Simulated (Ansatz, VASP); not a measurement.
**One calculation of Tl, two programs**

File INCAR:

```
SYSTEM = Tl
  PREC = Accurate
  ENCUT = 520
  EDIFF = 1E-6
  ISMEAR = -1
  SIGMA = 0.1
  LREAL = .FALSE.
  LASPH = .TRUE.
  NELM = 60
  ALGO = Normal
  ISIF = 2
  LWAVE = .FALSE.
  LCHARG = .FALSE.
  GGA = RE
  NBANDS = 20
```

The input KPOINTS:

```
regular mesh
0
G
  16 16 9
  0 0 0
```

File POSCAR:

```
Tl
1.0
    3.5589273935      0.0000000000      0.0000000000
   -1.7794636967      3.0821215330      0.0000000000
    0.0000000000      0.0000000000      5.5513041674
Tl
2
Direct
    0.3333333333      0.6666666667      0.2500000000
    0.6666666667      0.3333333333      0.7500000000
```

Input for Ansatz:

```yaml
crystal:
  lattice:
    - [3.5589273935, 0.0, 0.0]
    - [-1.7794636967, 3.082121533, 0.0]
    - [0.0, 0.0, 5.5513041674]
  atoms:
    - { symbol: Tl, position: [0.3333333333, 0.6666666667, 0.25] }
    - { symbol: Tl, position: [0.6666666667, 0.3333333333, 0.75] }
hamiltonian:
  xc: revpbe
  pseudopotentials:
    kind: paw
    azcp:
      Tl: "pseudopotentials/Tl.paw.azcp"
basis:
  ecutwfc: 420
  fft_grid_basis: typed
kpoints:
  mp_grid: { grid: [16, 16, 9], shift: [0, 0, 0] }
magnetization:
  spin_polarized: false
scf:
  occupations: { method: fermi_dirac, width: 0.1 }
output:
  stress: true
```

Alike in both runs: task single point; functional revPBE; k mesh 16 × 16 × 9; occupations fermi-dirac, width 0.1 eV; no spin polarisation.

|  | VASP | Ansatz |
| --- | --- | --- |
| version | VASP 6.6.1 | Ansatz 0.2.0 |
| potentials or method | VASP PAW PBE potentials, release 64 (Tl_d), cutoff 520 eV | plane waves (420 eV) with PAW, scalar-relativistic |
| valence electrons in the cell | 26 | 26 |

```tsv
	VASP	Ansatz	Ansatz less VASP
pressure (GPa)	2.2	2.3	+0.07
traceless stress, the component that is largest in VASP (GPa)	0.36	0.36	+0.002
```

VASP's potentials were made for PBE, not for revPBE. With one functional, cell and mesh, what is left measures potentials, basis and numerics.

Neither program's run includes spin-orbit coupling.
